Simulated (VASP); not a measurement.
Set up this calculation in VASP 6.6.1, as the native input.

| Item | Value |
| --- | --- |
| Task | single point |
| Functional | PBEsol |
| Potentials or basis | VASP PAW PBE potentials, release 64 (Si) |
| Cutoff | 500 eV |
| k mesh | 10 × 10 × 10 |
| Occupations | gaussian, width 0.02 eV |
| Spin | no spin polarisation |
| Dipole correction | no |
| Further INCAR settings | ALGO = Normal; EDIFF = 1e-06; NBANDS = 11 |

The structure of Si lies in POSCAR:

```
Si
1.0
    0.0212661504      2.7108303687      2.6895642183
    2.7108303687      0.0212661504      2.6895642183
    2.7320965191      2.7320965191      0.0000000000
Si
2
Direct
    0.0011214844      0.0011214844     -0.0011214844
    0.2488785156      0.2488785156      0.2511214844
```

This cell differs from its parent crystal: strained cell.

One way to write it, as run:

INCAR

```
PREC = Accurate
ENCUT = 500
EDIFF = 1E-6
ISMEAR = 0
SIGMA = 0.02
LREAL = False
LASPH = True
NELM = 120
ALGO = Normal
ISIF = 2
LWAVE = False
LCHARG = True
GGA = PS
LELF = True
LVHAR = True
NBANDS = 11
GGA_COMPAT = False
```

KPOINTS

```
regular mesh
0
Gamma
  10 10 10
```

Potentials or basis: VASP PAW PBE potentials, release 64 (Si).

Command:

```sh
$ cat potpaw_PBE.64/Si/POTCAR > POTCAR
$ mpirun -np 1 vasp_std > vasp.out
```

Results of the run:

- Pressure: 1.5 GPa
- Band gap on the k mesh: 0.32 eV (least direct gap 2.39 eV)

Caveat: the cell differs from its parent crystal (strained cell); the PAW data sets were made with another functional, which shifts forces and pressure a little.

Run time: 86 s on 1 thread of Intel Xeon 8259CL, on a shared host, peak memory 0.19 GiB.
